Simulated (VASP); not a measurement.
Set up this calculation in VASP 6.6.1, as the native input.

* Task: single point
* Functional: LDA
* Potentials or basis: VASP PAW LDA potentials, release 64 (Ti_sv, Al)
* Cutoff: 520 eV
* k mesh: 15 × 15 × 6
* Occupations: gaussian, width 0.15 eV
* Spin: no spin polarisation
* Dipole correction: no
* Further INCAR settings: ALGO = Fast; EDIFF = 1e-06; NBANDS = 28

The structure of Ti3Al lies in POSCAR:

```
Ti3Al
1.0
    2.8609400907      0.0000000000      0.0000000000
   -1.4304700453      2.4776467973      0.0000000000
    0.0000000000      0.0000000000      9.0513401041
Ti Al
3 1
Direct
    0.4749742671      0.2267806155      0.0000000000
    0.3997432953      0.7035808164      0.7515223620
    0.3997432953      0.7035808164      0.2484776380
    0.7711102587      0.3913885750      0.5000000000
```

This cell differs from its parent crystal: atoms displaced along several vibrational modes.

The input as run:

INCAR

```
ALGO = Fast
EDIFF = 1E-6
ENCUT = 520
ISIF = 2
ISMEAR = 0
LASPH = True
LCHARG = False
LREAL = False
LWAVE = False
NBANDS = 28
NELM = 100
PREC = Accurate
SIGMA = 0.15
```

KPOINTS

```
k-points
0
Gamma
  15 15 6
```

Potentials or basis: VASP PAW LDA potentials, release 64 (Ti_sv, Al).

Run with:

```sh
$ cat potpaw_LDA.64/Ti_sv/POTCAR potpaw_LDA.64/Al/POTCAR > POTCAR
$ mpirun -np 1 vasp_std > vasp.out
```

It gave:

```
Pressure               : -1.0 GPa
Largest force          : 0.249 eV/Å
Band gap on the k mesh : zero (an odd number of electrons rules out a gap without spin polarisation)
```

Caveat: the cell differs from its parent crystal (atoms displaced along several vibrational modes).

Wall time 19 min on 1 thread of Intel(R) Xeon(R) 6975P-C (Granite Rapids), on a shared host, peak memory 0.68 GiB.
